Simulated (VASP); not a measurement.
Input of a VASP 6.6.1 run:

The input INCAR:

```
PREC = Accurate ; ENCUT = 600
EDIFF = 1E-6 ; ISMEAR = -1
SIGMA = 0.1 ; LREAL = False
LASPH = True ; NELM = 60
ALGO = Normal ; ISIF = 3
LWAVE = False ; LCHARG = False
GGA = PS ; IBRION = 2
NSW = 80 ; EDIFFG = -0.02
```

KPOINTS

```
Automatic mesh
0
Gamma
  6 6 6
```

The input POSCAR:

```
Lu
1.0
    3.8900000000      0.0000000000      0.0000000000
    0.0000000000      3.8900000000      0.0000000000
    0.0000000000      0.0000000000      3.8900000000
Lu
2
Direct
    0.0000000000      0.0000000000      0.0000000000
    0.5000000000      0.5000000000      0.5000000000
```

Potentials or basis: VASP PAW PBE potentials, release 64 (Lu).

The run is started by

```bash
$ cat potpaw_PBE.64/Lu/POTCAR > POTCAR
$ mpirun -np 1 vasp_std > vasp.out
```

Problem. Estimate the relaxed volume.

Solution. 28.26 Å³/atom.

Problem. What does it give for the band gap on the k mesh?

Solution. Zero (bands 25 and 26 overlap by 0.85 eV).

Final structure:
```
Lu
1.0
     3.83780    0.00000    0.00000
     0.00000    3.83780    0.00000
     0.00000    0.00000    3.83780
Lu
2
Direct
  0.00000 0.00000 0.00000
  0.50000 0.50000 0.50000
```

Caveat: the PAW data sets were made with another functional, which shifts forces and pressure a little; spin-orbit coupling is left out, which moves the levels of the heavy elements.
